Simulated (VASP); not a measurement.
Here is a VASP 6.6.1 calculation.

File INCAR:

```
ALGO = Normal
EDIFF = 1E-6
ENCUT = 600
GGA_COMPAT = F
ISIF = 2
ISMEAR = -1
LASPH = T
LCHARG = F
LDAU = T
LDAUJ = 0 0
LDAUL = 2 -1
LDAUPRINT = 1
LDAUTYPE = 2
LDAUU = 2 0
LMAXMIX = 4
LREAL = F
LWAVE = F
NBANDS = 16
NELM = 200
PREC = Accurate
SIGMA = 0.05
```

The input KPOINTS:

```
k-points
0
Gamma
  10 10 9
```

The input POSCAR:

```
TaN
1.0
    2.9380000000      0.0000000000      0.0000000000
   -1.4690000000      2.5443826363      0.0000000000
    0.0000000000      0.0000000000      2.8830000000
Ta N
1 1
Direct
    0.0000000000      0.0000000000      0.5000000000
    0.6666666667      0.3333333333      0.0000000000
```

Potentials or basis: VASP PAW LDA potentials, release 64 (Ta_sv_GW, N).

Run with:

```sh
$ cat potpaw_LDA.64/Ta_sv_GW/POTCAR potpaw_LDA.64/N/POTCAR > POTCAR
$ mpirun -np 1 vasp_std > vasp.out
```

**Question.** Predict the pressure.

**Answer.** -4.1 GPa.

**Question.** Predict the band gap on the k mesh.

**Answer.** Zero (band 9 reaches 12.66 eV, above the bottom of band 10 at 12.35 eV).

Stress tensor (GPa, compression positive):
```
-3.84  0.00  0.00
 0.00 -3.84  0.00
 0.00  0.00 -4.54
```

Caveat: spin-orbit coupling is left out, which moves the levels of the heavy elements; U without spin polarisation on a metal has little footing.
